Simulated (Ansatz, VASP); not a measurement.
**Si: VASP beside Ansatz**

The input INCAR:

```
SYSTEM = Si
PREC = Accurate ; ENCUT = 520
EDIFF = 1E-6 ; ISMEAR = 0
SIGMA = 0.1 ; LREAL = .False.
LASPH = .True. ; NELM = 60
ALGO = Normal ; ISIF = 2
LWAVE = .False. ; LCHARG = .True.
LDIPOL = .True. ; IDIPOL = 3
DIPOL = 0.5 0.5 0.372 ; GGA = PE
IVDW = 12 ; LELF = .True.
LVHAR = .True. ; LVACPOTAV = .True.
NBANDS = 16
```

Contents of KPOINTS:

```
regular mesh
0
Gamma
  9 9 1
  0 0 0
```

File POSCAR:

```
Si
1.0
    3.8475254748      0.0000000000      0.0000000000
   -1.9237627374      3.3320548028      0.0000000000
    0.0000000000      0.0000000000     18.4415958287
Si
4
Direct
    0.3333333333      0.6666666667      0.2695427207
    0.6666666667      0.3333333333      0.2440135898
    1.5555555556     -0.5555555556      0.4995010147
    1.2222222222     -0.2222222222      0.4739718838
```

Input for Ansatz:

```yaml
crystal:
  lattice:
    - [3.8475254748, 0.0, 0.0]
    - [-1.9237627374, 3.3320548028, 0.0]
    - [0.0, 0.0, 18.4415958287]
  atoms:
    - { symbol: Si, position: [0.3333333333, 0.6666666667, 0.2695427207] }
    - { symbol: Si, position: [0.6666666667, 0.3333333333, 0.2440135898] }
    - { symbol: Si, position: [1.5555555556, -0.5555555556, 0.4995010147] }
    - { symbol: Si, position: [1.2222222222, -0.2222222222, 0.4739718838] }
basis:
  ecutwfc: 420
kpoints:
  mp_grid: { grid: [9, 9, 1] }
hamiltonian:
  xc: pbe
  pseudopotentials: { kind: paw, azcp: { folder: soft_1 } }
  dispersion: d3bj
scf:
  occupations: { method: gaussian, width: 0.1 }
output:
  forces: true
  eigenvalues: true
efield:
  axis: 3
  dipole_correction: true
  ramp_width: 0.04
```

Alike in both runs: task single point; functional PBE; dispersion D3(BJ); k mesh 9 × 9 × 1; occupations gaussian, width 0.1 eV; no spin polarisation.

|  | VASP | Ansatz |
| --- | --- | --- |
| version | VASP 6.6.1 | Ansatz 0.2.0 |
| potentials or method | VASP PAW PBE potentials, release 64 (Si), cutoff 520 eV | scalar-relativistic, plane waves, PAW |
| valence electrons in the cell | 16 | 16 |

```tsv
	VASP	Ansatz	Ansatz less VASP
gap on the k mesh at the Fermi level (eV)	0.46	0.46	0.000
least direct gap on the mesh (eV)	0.53	0.53	0.000
rms of the force components (eV/Å)	0.080	0.082	+0.0019
```

Atom by atom the forces differ by 0.003 eV/Å (rms over components).
